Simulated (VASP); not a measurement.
# PbS (Cmcm) in VASP: single point with PBE

Aim: the single point of PbS with PBE.

Program: VASP 6.6.1. These are calculated values, not measurements. Logs are shortened: lines on timing, memory, paths and dates and some standing lists are left out, and cuts for length are marked.

### 1 The cell of the first run

It takes space group Cmcm (No. 63, orthorhombic). Conventional cell: a = 4.354 Å, b = 12.393 Å, c = 4.496 Å, α = 90.00°, β = 90.00°, γ = 90.00°. Within 3.7 Å of Pb (site symmetry m2m) lie 5 S at 2.84 to 3.13 Å. Within 3.7 Å of S (site symmetry m2m) lie 5 Pb at 2.84 to 3.13 Å.

### 2 Single point, PBE (Se replaced by S, lengths x 0.966, strained)

File INCAR:

```
PREC = Accurate
ENCUT = 520
EDIFF = 1E-6
ISMEAR = 0
SIGMA = 0.02
LREAL = F
LASPH = T
NELM = 60
ALGO = Normal
ISIF = 2
LWAVE = F
LCHARG = F
GGA = PE
NBANDS = 28
```

File KPOINTS:

```
Automatic mesh
0
Gamma
  8 8 6
```

File POSCAR:

```
PbS
1.0
    2.1769257571     -6.1967112368      0.0000000000
    2.1769257571      6.1967112368      0.0000000000
    0.0000000000      0.0000000000      4.4960319906
Pb S
2 2
Direct
    0.6317607300      0.3682392700      0.7500000000
    0.3682392700      0.6317607300      0.2500000000
    0.8612899600      0.1387100400      0.7500000000
    0.1387100400      0.8612899600      0.2500000000
```

Potentials or basis: VASP PAW PBE potentials, release 64 (Pb_d, S).

On the command line:

```
$ cat potpaw_PBE.64/Pb_d/POTCAR potpaw_PBE.64/S/POTCAR > POTCAR
$ mpirun -np 1 vasp_std > vasp.out
```

OUTCAR:

```text
PREC = Accurate
   ENCUT = 520
   EDIFF = 1E-6
   ISMEAR = 0
   LREAL = F
   LASPH = T
   NELM = 60
   ISIF = 2
   GGA = PE

 ion  position               nearest neighbor table
   1  0.632  0.368  0.750-   3 2.84   4 3.13   4 3.13   4 3.13   4 3.13   2 3.96   2 3.96
   2  0.368  0.632  0.250-   4 2.84   3 3.13   3 3.13   3 3.13   3 3.13   1 3.96   1 3.96
   3  0.861  0.139  0.750-   1 2.84   2 3.13   2 3.13   2 3.13   2 3.13
   4  0.139  0.861  0.250-   2 2.84   1 3.13   1 3.13   1 3.13   1 3.13

  LATTYP: Found a base centered orthorhombic cell.
 ALAT       =     4.3538515142
 B/A-ratio  =     2.8465422932
 C/A-ratio  =     1.0326562530

  Lattice vectors:

 A1 = (   2.1769257571,  -6.1967112368,   0.0000000000)
 A2 = (   2.1769257571,   6.1967112368,   0.0000000000)
 A3 = (   0.0000000000,   0.0000000000,   4.4960319906)

Analysis of symmetry for initial positions (statically):
=====================================================================
 Subroutine PRICEL returns:
 Original cell was already a primitive cell.

 Routine SETGRP: Setting up the symmetry group for a
 base centered orthorhombic supercell.

 Subroutine GETGRP returns: Found  8 space group operations
 (whereof  4 operations were pure point group operations)
 out of a pool of  8 trial point group operations.

The static configuration has the point symmetry C_2h.
 The point group associated with its full space group is D_2h.

Analysis of symmetry for dynamics (positions and initial velocities):
=====================================================================
 Subroutine PRICEL returns:
 Original cell was already a primitive cell.

 Routine SETGRP: Setting up the symmetry group for a
 base centered orthorhombic supercell.

 Subroutine GETGRP returns: Found  8 space group operations
 (whereof  4 operations were pure point group operations)
 out of a pool of  8 trial point group operations.

The dynamic configuration has the point symmetry C_2h.
 The point group associated with its full space group is D_2h.

 Subroutine INISYM returns: Found  8 space group operations
 (whereof  4 operations are pure point group operations),
 and found     1 'primitive' translations

----------------------------------------------------------------------------------------

                                     Primitive cell

  volume of cell :     121.3010

  direct lattice vectors                    reciprocal lattice vectors
     2.176925757 -6.196711237  0.000000000     0.229681696 -0.080687962  0.000000000
     2.176925757  6.196711237  0.000000000     0.229681696  0.080687962  0.000000000
     0.000000000  0.000000000  4.496031991     0.000000000  0.000000000  0.222418346

  length of vectors
     6.567970455  6.567970455  4.496031991     0.243442455  0.243442455  0.222418346

  position of ions in fractional coordinates (direct lattice)
     0.631760730  0.368239270  0.750000000
     0.368239270  0.631760730  0.250000000
     0.861289960  0.138710040  0.750000000
     0.138710040  0.861289960  0.250000000

  ion indices of the primitive-cell ions
   primitive index   ion index
                 1           1
                 2           2
                 3           3
                 4           4

----------------------------------------------------------------------------------------

 KPOINTS: Automatic mesh

Automatic generation of k-mesh.
 Grid dimensions read from file:
 generate k-points for:    8    8    6

 Generating k-lattice:

  Cartesian coordinates                     Fractional coordinates (reciprocal lattice)
     0.028710212 -0.010085995  0.000000000     0.125000000  0.000000000  0.000000000
     0.028710212  0.010085995  0.000000000     0.000000000  0.125000000  0.000000000
     0.000000000  0.000000000  0.037069724     0.000000000  0.000000000  0.166666667

  Length of vectors
     0.030430307  0.030430307  0.037069724

  Shift w.r.t. Gamma in fractional coordinates (k-lattice)
     0.000000000  0.000000000  0.000000000

 Subroutine IBZKPT returns following result:
 ===========================================

 Found     84 irreducible k-points:

 Following reciprocal coordinates:
            Coordinates               Weight
  0.000000  0.000000  0.000000      1.000000
  0.125000  0.000000  0.000000      4.000000
  0.250000  0.000000  0.000000      4.000000
  0.375000  0.000000  0.000000      4.000000
  0.500000  0.000000  0.000000      2.000000
  0.125000  0.125000  0.000000      2.000000
[... 16 lines left out ...]
  0.125000  0.000000  0.166667      8.000000
  0.250000  0.000000  0.166667      8.000000
 [... further k-points ...]
   k-points           NKPTS =     84   k-points in BZ     NKDIM =     84   number of bands    NBANDS=     28
   number of dos      NEDOS =    301   number of ions     NIONS =      4
   total plane-waves  NPLWV =  90000
   dimension x,y,z NGX =    50 NGY =   50 NGZ =   36
   dimension x,y,z NGXF=   100 NGYF=  100 NGZF=   72
   ions per type =               2   2
   NGX,Y,Z   is equivalent  to a cutoff of  12.66, 12.66, 13.31 a.u.
   NGXF,Y,Z  is equivalent  to a cutoff of  25.31, 25.31, 26.62 a.u.
 SYSTEM =  unknown system
   PREC   = accura    normal or accurate (medium, high low for compatibility)
   ISTART =      0    job   : 0-new  1-cont  2-samecut
   ICHARG =      2    charge: 1-file 2-atom 10-const
   ISPIN  =      1    spin polarized calculation?
   LNONCOLLINEAR =      F non collinear calculations
   LSORBIT =      F    spin-orbit coupling
   LASPH  =      T    aspherical Exc in radial PAW
   ENCUT  =  520.0 eV  38.22 Ry    6.18 a.u.  12.21 12.21  8.36*2*pi/ulx,y,z
   NELM   =     60;   NELMIN=  2; NELMDL= -5     # of ELM steps
   EDIFF  = 0.1E-05   stopping-criterion for ELM
   LREAL  =      F    real-space projection
   EDIFFG = 0.1E-04   stopping-criterion for IOM
   NSW    =      0    number of steps for IOM
   IBRION =     -1    ionic relax: 0-MD 1-quasi-New 2-CG
   NFREE  =      0    steps in history (QN), initial steepest desc. (CG)
   ISIF   =      2    stress and relaxation
   ISYM   =      2    0-nonsym 1-usesym 2-fastsym
   POTIM  = 0.5000    time-step for ionic-motion
   TEBEG  =    0.0;   TEEND  =   0.0 temperature during run
   PSTRESS=    0.0 pullay stress
   NELECT =      40.0000    total number of electrons
   NUPDOWN=      -1.0000    fix difference up-down
   EMIN   =  10.00;   EMAX   =-10.00  energy-range for DOS
   EFERMI =   0.00;   METHOD = LEGACY
   ISMEAR =     0;   SIGMA  =   0.02  broadening in eV -4-tet -1-fermi 0-gaus
   EFERMI_NEDOS =   21; number of points for ismear=-14 and -15
   IALGO  =     38    algorithm
   IMIX   =      4    mixing-type and parameters
     AMIX     =   0.40;   BMIX     =  1.00
     AMIX_MAG =   1.60;   BMIX_MAG =  1.00
  volume/ion in A,a.u.               =      30.33       204.64
  Fermi-wavevector in a.u.,A,eV,Ry     =   1.131028  2.137333 17.404908  1.279225
  Thomas-Fermi vector in A             =   2.267726
   LORBIT       =      0    0 simple, 1 ext, 2 COOP (PROOUT), +10 PAW based schemes
   GGA     = PE    functional components
   LHFCALC =     F    Hartree Fock is set to
   AEXX    =    0.0000 exact exchange contribution
   IVDW    =     0    specifies the selected vdW correction
   LEPSILON=     F    determine dielectric tensor
   LRPA    =     F    only Hartree local field effects (RPA)
 non-spin polarized calculation
 Gauss-broadening in eV      SIGMA  =   0.02
  energy-cutoff  :      520.00
  volume of cell :      121.30
 maximum number of plane-waves:      3304
 NGX is ok and might be reduce to    50
   NGX = 25   NGY = 25   NGZ = 17

 number of electron      40.0000002 magnetization

 Free energy of the ion-electron system (eV)
  ---------------------------------------------------
  ext. energy  EPLUGINS =         0.00000000
  ---------------------------------------------------
  free energy    TOTEN  =       -17.14938538 eV

  energy without entropy =      -17.14938538  energy(sigma->0) =      -17.14938538

 E-fermi :   3.6097     XC(G=0):  -9.0065

 val. band max:        3.4915343939   @ k =   0.0000   0.0000   0.5000
 cond. band min:       4.8751417443   @ k =   0.2500   0.2500   0.0000
 fundamental gap:      1.3836073504
 Fermi energy:         3.6097113866

 k-point     1 :       0.0000    0.0000    0.0000
  band No.  band energies     occupation
      1     -12.7694      2.00000
      2     -12.7411      2.00000
      3     -12.7391      2.00000
      4     -12.7371      2.00000
      5     -12.7071      2.00000
      6     -12.7024      2.00000
[... 20 lines left out ...]
     27       9.1371      0.00000
     28      10.6309      0.00000

 k-point     2 :       0.1250    0.0000    0.0000
  band No.  band energies     occupation
      1     -12.7653      2.00000
      2     -12.7390      2.00000
      3     -12.7361      2.00000
      4     -12.7329      2.00000
      5     -12.7098      2.00000
      6     -12.7036      2.00000
[... 20 lines left out ...]
     27       9.6049      0.00000
     28      10.8995      0.00000

 k-point     3 :       0.2500    0.0000    0.0000
  band No.  band energies     occupation
      1     -12.7550      2.00000
      2     -12.7341      2.00000
      3     -12.7320      2.00000
      4     -12.7212      2.00000
      5     -12.7163      2.00000
      6     -12.7077      2.00000
[... 20 lines left out ...]
     27      10.5879      0.00000
     28      11.4832      0.00000

 k-point     4 :       0.3750    0.0000    0.0000
  band No.  band energies     occupation
      1     -12.7427      2.00000
      2     -12.7331      2.00000
      3     -12.7255      2.00000
      4     -12.7231      2.00000
      5     -12.7164      2.00000
      6     -12.7132      2.00000
[... 578 lines left out ...]
     27       9.5361      0.00000
     28      11.2098      0.00000

 k-point    23 :       0.1250    0.0000    0.1667
  band No.  band energies     occupation
      1     -12.7588      2.00000
      2     -12.7379      2.00000
      3     -12.7367      2.00000
      4     -12.7266      2.00000
      5     -12.7171      2.00000
      6     -12.7110      2.00000
[... 20 lines left out ...]
     27      10.1999      0.00000
     28      11.4188      0.00000

 k-point    24 :       0.2500    0.0000    0.1667
  band No.  band energies     occupation
      1     -12.7530      2.00000
      2     -12.7348      2.00000
      3     -12.7314      2.00000
      4     -12.7230      2.00000
      5     -12.7212      2.00000
      6     -12.7085      2.00000
[... 20 lines left out ...]
     27      10.9680      0.00000
     28      11.3381      0.00000

 [... further k-points ...]
[... 5 lines left out ...]
  --------------------------------------------------------------------------------------
  -------------------------------------------------------------------------------------
  Total       -3.7908122     -3.4220376     -3.6490638      0.0000000      0.0000000      0.0000000
  in kB      -50.0701144    -45.1992359    -48.1978626      0.0000000      0.0000000      0.0000000
  external PRESSURE =     -47.8224043 kB  Pullay stress =       0.0000000 kB

 VOLUME and BASIS-vectors are now :
 -----------------------------------------------------------------------------
  energy-cutoff  :      520.00
  volume of cell :      121.30
      direct lattice vectors                 reciprocal lattice vectors
     2.176925757 -6.196711237  0.000000000     0.229681696 -0.080687962  0.000000000
     2.176925757  6.196711237  0.000000000     0.229681696  0.080687962  0.000000000
     0.000000000  0.000000000  4.496031991     0.000000000  0.000000000  0.222418346

 POSITION                                       TOTAL-FORCE (eV/Angst)
 -----------------------------------------------------------------------------------
      2.17693     -1.63297      3.37202         0.000000     -0.584648      0.000000
      2.17693      1.63297      1.12401         0.000000      0.584648      0.000000
      2.17693     -4.47762      3.37202         0.000000      0.470922     -0.000000
      2.17693      4.47762      1.12401         0.000000     -0.470922     -0.000000
 -----------------------------------------------------------------------------------
    total drift:                                0.000000     -0.000000     -0.000000

  FREE ENERGIE OF THE ION-ELECTRON SYSTEM (eV)
  ---------------------------------------------------
  free  energy   TOTEN  =       -17.1493853824 eV

  energy  without entropy=      -17.1493853824  energy(sigma->0) =      -17.14938538
```

It took 5.2 min on 1 thread of AMD EPYC 7R13 (Zen 3), shared host; peak memory 0.39 GiB.

Results:

```yaml
Free_energy: -17.1494 eV
Pressure: -4.8 GPa
Largest_force: 0.585 eV/Å
Band_gap_on_the_k_mesh: 1.38 eV (least direct gap 1.48 eV)
```

Forces on the atoms (eV/Å):
```
Pb   0.000 -0.585  0.000
Pb   0.000  0.585  0.000
S    0.000  0.471  0.000
S    0.000 -0.471  0.000
```

Stress tensor (GPa, compression positive):
```
-5.01  0.00  0.00
 0.00 -4.52  0.00
 0.00  0.00 -4.82
```

Levels at points of the mesh, in eV from the valence-band top:
| k point | band 18 | band 19 | band 20 | band 21 | band 22 | band 23 |
| --- | --- | --- | --- | --- | --- | --- |
| (0.00, 0.00, 0.00) | -1.18 | -0.99 | -0.31 | 4.23 | 4.71 | 4.97 |
| (0.50, 0.00, 0.00) | -0.70 | -0.33 | -0.11 | 1.74 | 1.94 | 2.28 |
| (0.50, 0.50, 0.00) | -1.37 | -0.84 | -0.40 | 1.53 | 4.31 | 4.47 |
| (0.00, 0.00, 0.50) | -0.68 | 0.00 | 0.00 | 1.85 | 1.85 | 2.83 |
| (0.50, 0.00, 0.50) | -2.41 | -0.99 | -0.99 | 3.38 | 3.38 | 5.06 |
| (0.50, 0.50, 0.50) | -0.77 | -0.22 | -0.22 | 1.42 | 1.42 | 3.17 |

Caveat: the cell differs from its parent crystal (Se replaced by S, lengths x 0.966, strained); the cell stands under tension; spin-orbit coupling is left out, which moves the levels of the heavy elements. A k mesh can miss the band edges.
